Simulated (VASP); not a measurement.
Sb: single point with PBE0

The system is Sb.

```
Sb
1.0
    -1.88373    1.88373    1.88373
     1.88373   -1.88373    1.88373
     1.88373    1.88373   -1.88373
Sb
1
Cartesian
  0.0000 0.0000 0.0000
```

| Quantity | Value |
| --- | --- |
| Program | VASP 6.6.1 |
| Task | single point |
| Functional | PBE0 |
| Potentials or basis | VASP PAW PBE potentials, release 64 (Sb) |
| Cutoff | 520 eV |
| k mesh | 6 × 6 × 6 |
| Occupations | fermi-dirac, width 0.05 eV |
| Spin | no spin polarisation |

```yaml
Pressure: -1.7 GPa
```

Levels at points of the mesh, in eV from the Fermi level:
```csv
k point,band 1,band 2,band 3,band 4,band 5,band 6,band 7
"(0.00, 0.00, 0.00)",-14.15,7.33,7.33,7.33,12.30,12.30,12.30
"(0.50, 0.00, 0.00)",-9.55,-6.18,2.92,5.35,8.00,8.47,15.97
"(0.50, 0.50, 0.50)",-5.65,-1.99,-1.99,-1.99,4.30,4.30,19.36
```

Wall time 3.5 min on 1 thread of Intel(R) Xeon(R) 6975P-C (Granite Rapids), on a shared host, peak memory 0.15 GiB.

Caveat: the k points lie up to 0.39 Å⁻¹ apart; the PAW data sets were made with another functional, which shifts forces and pressure a little; spin-orbit coupling is left out, which moves the levels of the heavy elements.
